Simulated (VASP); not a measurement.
# Ru (P6_3/mmc) in VASP: a series of runs

The runs below take Ru through electric field gradients, with PBEsol.

Everything below comes from runs of VASP 6.6.1. Logs are shortened: lines on timing, memory, paths and dates and some standing lists are left out, and cuts for length are marked.

## Step 1: The cell of the first run

Symmetry: P6_3/mmc, No. 194, hexagonal system. Conventional cell: a = 2.651 Å, b = 2.651 Å, c = 4.194 Å, α = 90.00°, β = 90.00°, γ = 120.00°. Ru (site symmetry -6m2) has 12 Ru at 2.60 to 2.65 Å within 3.4 Å.

## Step 2: Electric field gradients, PBEsol (volume scaled by 0.94)

File INCAR:

```
PREC = Accurate
ENCUT = 520
EDIFF = 1E-8
ISMEAR = -1
SIGMA = 0.03
LREAL = F
LASPH = T
NELM = 60
ALGO = Normal
ISIF = 2
LWAVE = F
LCHARG = F
GGA = PS
LEFG = T
NBANDS = 21
```

File KPOINTS:

```
regular mesh
0
Gamma
  14 14 8
```

File POSCAR:

```
Ru
1.0
    2.6505634408      0.0000000000      0.0000000000
   -1.3252817204      2.2954552741      0.0000000000
    0.0000000000      0.0000000000      4.1944897589
Ru
2
Direct
    0.3333333333      0.6666666667      0.2500000000
    0.6666666667      0.3333333333      0.7500000000
```

Potentials or basis: VASP PAW PBE potentials, release 64 (Ru_pv).

Started as:

```
cat potpaw_PBE.64/Ru_pv/POTCAR > POTCAR
mpirun -np 1 vasp_std > vasp.out
```

OUTCAR:

```text
PREC = Accurate
   ENCUT = 520
   EDIFF = 1E-8
   ISMEAR = -1
   LREAL = F
   LASPH = T
   NELM = 60
   ISIF = 2
   GGA = PS

 ion  position               nearest neighbor table
   1  0.333  0.667  0.250-   2 2.60   2 2.60   2 2.60   2 2.60   2 2.60   2 2.60
   2  0.667  0.333  0.750-   1 2.60   1 2.60   1 2.60   1 2.60   1 2.60   1 2.60

  LATTYP: Found a hexagonal cell.
 ALAT       =     2.6505634408
 C/A-ratio  =     1.5824898564

  Lattice vectors:

 A1 = (   2.6505634408,   0.0000000000,   0.0000000000)
 A2 = (  -1.3252817204,   2.2954552741,   0.0000000000)
 A3 = (   0.0000000000,   0.0000000000,   4.1944897589)

Analysis of symmetry for initial positions (statically):
=====================================================================
 Subroutine PRICEL returns:
 Original cell was already a primitive cell.

 Routine SETGRP: Setting up the symmetry group for a
 hexagonal supercell.

 Subroutine GETGRP returns: Found 24 space group operations
 (whereof 12 operations were pure point group operations)
 out of a pool of 24 trial point group operations.

The static configuration has the point symmetry D_3d.
 The point group associated with its full space group is D_6h.

Analysis of symmetry for dynamics (positions and initial velocities):
=====================================================================
 Subroutine PRICEL returns:
 Original cell was already a primitive cell.

 Routine SETGRP: Setting up the symmetry group for a
 hexagonal supercell.

 Subroutine GETGRP returns: Found 24 space group operations
 (whereof 12 operations were pure point group operations)
 out of a pool of 24 trial point group operations.

The dynamic configuration has the point symmetry D_3d.
 The point group associated with its full space group is D_6h.

 Subroutine INISYM returns: Found 24 space group operations
 (whereof 12 operations are pure point group operations),
 and found     1 'primitive' translations

----------------------------------------------------------------------------------------

                                     Primitive cell

  volume of cell :      25.5203

  direct lattice vectors                    reciprocal lattice vectors
[... 116 lines left out ...]
   LEPSILON=     F    determine dielectric tensor
   LRPA    =     F    only Hartree local field effects (RPA)
 non-spin polarized calculation
  energy-cutoff  :      520.00
  volume of cell :       25.52
 maximum number of plane-waves:       703
 NGX is ok and might be reduce to    20
   NGX =  9   NGY =  9   NGZ = 15

 number of electron      27.9999992 magnetization

 Free energy of the ion-electron system (eV)
  ---------------------------------------------------
  ext. energy  EPLUGINS =         0.00000000
  ---------------------------------------------------
  free energy    TOTEN  =       -20.28224987 eV

  energy without entropy =      -20.27604466  energy(sigma->0) =      -20.27914727

 E-fermi :  13.8531     XC(G=0): -14.6683

 val. band max:       13.8325546095   @ k =   0.1429   0.1429   0.2500
 cond. band min:      13.8620239828   @ k =   0.0000   0.0000   0.3750
 fundamental gap:      0.0294693732
 Fermi energy:        13.8531030498

 k-point     1 :       0.0000    0.0000    0.0000
  band No.  band energies     occupation
      1     -29.9964      2.00000
      2     -28.8395      2.00000
      3     -28.8395      2.00000
      4     -28.6325      2.00000
      5     -28.6325      2.00000
      6     -28.5883      2.00000
[... 565 lines left out ...]
     20      24.0792      0.00000
     21      24.0802      0.00000

 [... further k-points ...]
[... 5 lines left out ...]
  --------------------------------------------------------------------------------------
  -------------------------------------------------------------------------------------
  Total        2.6929733      2.6929733      2.5487089      0.0000000     -0.0000000     -0.0000000
  in kB      169.0660700    169.0660700    160.0090858      0.0000000     -0.0000000     -0.0000000
  external PRESSURE =     166.0470752 kB  Pullay stress =       0.0000000 kB

 VOLUME and BASIS-vectors are now :
 -----------------------------------------------------------------------------
  energy-cutoff  :      520.00
  volume of cell :       25.52
      direct lattice vectors                 reciprocal lattice vectors
     2.650563441  0.000000000  0.000000000     0.377278274  0.217821713  0.000000000
    -1.325281720  2.295455274  0.000000000     0.000000000  0.435643426  0.000000000
     0.000000000  0.000000000  4.194489759     0.000000000  0.000000000  0.238408020

 POSITION                                       TOTAL-FORCE (eV/Angst)
 -----------------------------------------------------------------------------------
     -0.00000      1.53030      1.04862         0.000000     -0.000000      0.000000
      1.32528      0.76515      3.14587        -0.000000      0.000000      0.000000
 -----------------------------------------------------------------------------------
    total drift:                               -0.000000      0.000000     -0.000000

  FREE ENERGIE OF THE ION-ELECTRON SYSTEM (eV)
  ---------------------------------------------------
  free  energy   TOTEN  =       -20.2822498690 eV

  energy  without entropy=      -20.2760446632  energy(sigma->0) =      -20.27914727

 Electric field gradients (V/A^2)
---------------------------------------------------------------------
 ion       V_xx      V_yy      V_zz      V_xy      V_xz      V_yz
---------------------------------------------------------------------
   1       7.577     7.577   -15.154    -0.000     0.000    -0.000
   2       7.577     7.577   -15.154    -0.000    -0.000     0.000
---------------------------------------------------------------------

 Electric field gradients after diagonalization (V/A^2)
 (convention: |V_zz| > |V_xx| > |V_yy|)
----------------------------------------------------------------------
 ion       V_xx      V_yy      V_zz     asymmetry (V_yy - V_xx)/ V_zz
----------------------------------------------------------------------
   1       7.577     7.577   -15.154       0.000
   2       7.577     7.577   -15.154       0.000
----------------------------------------------------------------------

           NMR quadrupolar parameters

 Cq : quadrupolar parameter    Cq=e*Q*V_zz/h
 eta: asymmetry parameters     (V_yy - V_xx)/ V_zz
 Q  : nuclear electric quadrupole moment in mb (millibarn)
----------------------------------------------------------------------
 ion       Cq(MHz)       eta       Q (mb)
----------------------------------------------------------------------
   1      -0.037       0.000       1.000
   2      -0.037       0.000       1.000
----------------------------------------------------------------------
```

stdout:

```text
POSCAR found type information on POSCAR Ru
 POSCAR found :  1 types and       2 ions
 scaLAPACK will be used
 -----------------------------------------------------------------------------
|                                                                             |
|                                                                             |
|     You enforced a specific xc type in the INCAR file but a different       |
|     I HOPE YOU KNOW WHAT YOU ARE DOING!                                     |
|                                                                             |
 -----------------------------------------------------------------------------

 LDA part: xc-table for (Slater+PW92), standard interpolation
 POSCAR, INCAR and KPOINTS ok, starting setup
 FFT: planning ... GRIDC
 FFT: planning ... GRID_SOFT
 FFT: planning ... GRID
 WAVECAR not read
 entering main loop
ion   1

ion   2
```

Run time: 30 s. Hardware: 1 thread of Intel Xeon Platinum 8488C (Sapphire Rapids), shared host; peak memory 0.17 GiB.

What came out:

- Free energy: -20.2822 eV
- Pressure: 16.6 GPa
- Band gap on the k mesh: zero (band 14 reaches 15.69 eV, above the bottom of band 15 at 12.21 eV)

Stress tensor (GPa, compression positive):
```
16.91  0.00  0.00
 0.00 16.91  0.00
 0.00  0.00 16.00
```

Electric field gradients, principal values (V/Å²):
| atom | least | middle | greatest (by size) |
| --- | --- | --- | --- |
| 1 Ru | 7.577 | 7.577 | -15.154 |
| 2 Ru | 7.577 | 7.577 | -15.154 |

Caveat: without QUAD_EFG the Cq values of the log hold for a quadrupole moment of 1 mb, not for the nuclei; the PAW data sets were made with another functional, which shifts forces and pressure a little.

## Step 3: Electric field gradients, PBEsol (volume scaled by 0.98)

File INCAR:

```
SYSTEM = Ru
  PREC = Accurate
  ENCUT = 520
  EDIFF = 1E-8
  ISMEAR = -1
  SIGMA = 0.03
  LREAL = .FALSE.
  LASPH = .TRUE.
  NELM = 100
  ALGO = Normal
  ISIF = 2
  LWAVE = .FALSE.
  LCHARG = .FALSE.
  GGA = PS
  LEFG = .TRUE.
  NBANDS = 21
```

File KPOINTS:

```
Automatic mesh
0
G
  14 14 8
  0 0 0
```

File POSCAR:

```
Ru
1.0
    2.6876390600      0.0000000000      0.0000000000
   -1.3438195300      2.3275637022      0.0000000000
    0.0000000000      0.0000000000      4.2531615502
Ru
2
Direct
    0.3333333333      0.6666666667      0.2500000000
    0.6666666667      0.3333333333      0.7500000000
```

Potentials or basis: VASP PAW PBE potentials, release 64 (Ru_pv).

Started as:

```
cat potpaw_PBE.64/Ru_pv/POTCAR > POTCAR
mpirun -np 1 vasp_std > vasp.out
```

OUTCAR:

```text
SYSTEM = Ru
   PREC = Accurate
   ENCUT = 520
   EDIFF = 1E-8
   ISMEAR = -1
   LREAL = .FALSE.
   LASPH = .TRUE.
   NELM = 100
   ISIF = 2
   GGA = PS

 ion  position               nearest neighbor table
   1  0.333  0.667  0.250-   2 2.63   2 2.63   2 2.63   2 2.63   2 2.63   2 2.63
   2  0.667  0.333  0.750-   1 2.63   1 2.63   1 2.63   1 2.63   1 2.63   1 2.63

  LATTYP: Found a hexagonal cell.
 ALAT       =     2.6876390600
 C/A-ratio  =     1.5824898564

  Lattice vectors:

 A1 = (   2.6876390600,   0.0000000000,   0.0000000000)
 A2 = (  -1.3438195300,   2.3275637022,   0.0000000000)
 A3 = (   0.0000000000,   0.0000000000,   4.2531615502)

Analysis of symmetry for initial positions (statically):
=====================================================================
 Subroutine PRICEL returns:
 Original cell was already a primitive cell.

 Routine SETGRP: Setting up the symmetry group for a
 hexagonal supercell.

 Subroutine GETGRP returns: Found 24 space group operations
 (whereof 12 operations were pure point group operations)
 out of a pool of 24 trial point group operations.

The static configuration has the point symmetry D_3d.
 The point group associated with its full space group is D_6h.

Analysis of symmetry for dynamics (positions and initial velocities):
=====================================================================
 Subroutine PRICEL returns:
 Original cell was already a primitive cell.

 Routine SETGRP: Setting up the symmetry group for a
 hexagonal supercell.

 Subroutine GETGRP returns: Found 24 space group operations
 (whereof 12 operations were pure point group operations)
[... 151 lines left out ...]
 E-fermi :  13.0600     XC(G=0): -14.4074

 val. band max:       13.0435438817   @ k =   0.2857   0.1429   0.1250
 cond. band min:      13.0659744395   @ k =   0.0000   0.0000   0.3750
 fundamental gap:      0.0224305578
 Fermi energy:        13.0600361479

 k-point     1 :       0.0000    0.0000    0.0000
  band No.  band energies     occupation
      1     -30.6119      2.00000
      2     -29.6011      2.00000
      3     -29.6011      2.00000
      4     -29.4190      2.00000
      5     -29.4190      2.00000
      6     -29.3822      2.00000
[... 565 lines left out ...]
     20      23.3290      0.00000
     21      23.3296      0.00000

 [... further k-points ...]
[... 5 lines left out ...]
  --------------------------------------------------------------------------------------
  -------------------------------------------------------------------------------------
  Total        0.1640371      0.1640371     -0.1210580     -0.0000000      0.0000000      0.0000000
  in kB        9.8779812      9.8779812     -7.2898699     -0.0000000      0.0000000      0.0000000
  external PRESSURE =       4.1553642 kB  Pullay stress =       0.0000000 kB

 VOLUME and BASIS-vectors are now :
 -----------------------------------------------------------------------------
  energy-cutoff  :      520.00
  volume of cell :       26.61
      direct lattice vectors                 reciprocal lattice vectors
     2.687639060  0.000000000  0.000000000     0.372073771  0.214816892  0.000000000
    -1.343819530  2.327563702  0.000000000     0.000000000  0.429633784  0.000000000
     0.000000000  0.000000000  4.253161550     0.000000000  0.000000000  0.235119214

 POSITION                                       TOTAL-FORCE (eV/Angst)
 -----------------------------------------------------------------------------------
     -0.00000      1.55171      1.06329        -0.000000      0.000000      0.000000
      1.34382      0.77585      3.18987         0.000000      0.000000      0.000000
 -----------------------------------------------------------------------------------
    total drift:                               -0.000000      0.000000     -0.000000

  FREE ENERGIE OF THE ION-ELECTRON SYSTEM (eV)
  ---------------------------------------------------
  free  energy   TOTEN  =       -20.3387063138 eV

  energy  without entropy=      -20.3320335174  energy(sigma->0) =      -20.33536992

 Electric field gradients (V/A^2)
---------------------------------------------------------------------
 ion       V_xx      V_yy      V_zz      V_xy      V_xz      V_yz
---------------------------------------------------------------------
   1       6.950     6.951   -13.901     0.001     0.000    -0.000
   2       6.950     6.951   -13.901     0.001    -0.000     0.000
---------------------------------------------------------------------

 Electric field gradients after diagonalization (V/A^2)
 (convention: |V_zz| > |V_xx| > |V_yy|)
----------------------------------------------------------------------
 ion       V_xx      V_yy      V_zz     asymmetry (V_yy - V_xx)/ V_zz
----------------------------------------------------------------------
   1       6.952     6.949   -13.901       0.000
   2       6.952     6.949   -13.901       0.000
----------------------------------------------------------------------

           NMR quadrupolar parameters

 Cq : quadrupolar parameter    Cq=e*Q*V_zz/h
 eta: asymmetry parameters     (V_yy - V_xx)/ V_zz
 Q  : nuclear electric quadrupole moment in mb (millibarn)
----------------------------------------------------------------------
 ion       Cq(MHz)       eta       Q (mb)
----------------------------------------------------------------------
   1      -0.034       0.000       1.000
   2      -0.034       0.000       1.000
----------------------------------------------------------------------
```

Wall time 30 s (1 thread of Intel Xeon Platinum 8488C (Sapphire Rapids), shared host); peak memory 0.17 GiB.

Results:

* Free energy: -20.3387 eV
* Pressure: 0.4 GPa
* Band gap on the k mesh: zero (band 14 reaches 14.77 eV, above the bottom of band 15 at 11.52 eV)

Stress tensor (GPa, compression positive):
```
 0.99  0.00  0.00
 0.00  0.99  0.00
 0.00  0.00 -0.73
```

Electric field gradients, principal values (V/Å²):
```
atom  least  middle  greatest (by size)
1 Ru  6.949   6.952             -13.901
2 Ru  6.949   6.952             -13.901
```

Caveat: without QUAD_EFG the Cq values of the log hold for a quadrupole moment of 1 mb, not for the nuclei; the PAW data sets were made with another functional, which shifts forces and pressure a little.

(Part 1 of 3 ends here.)
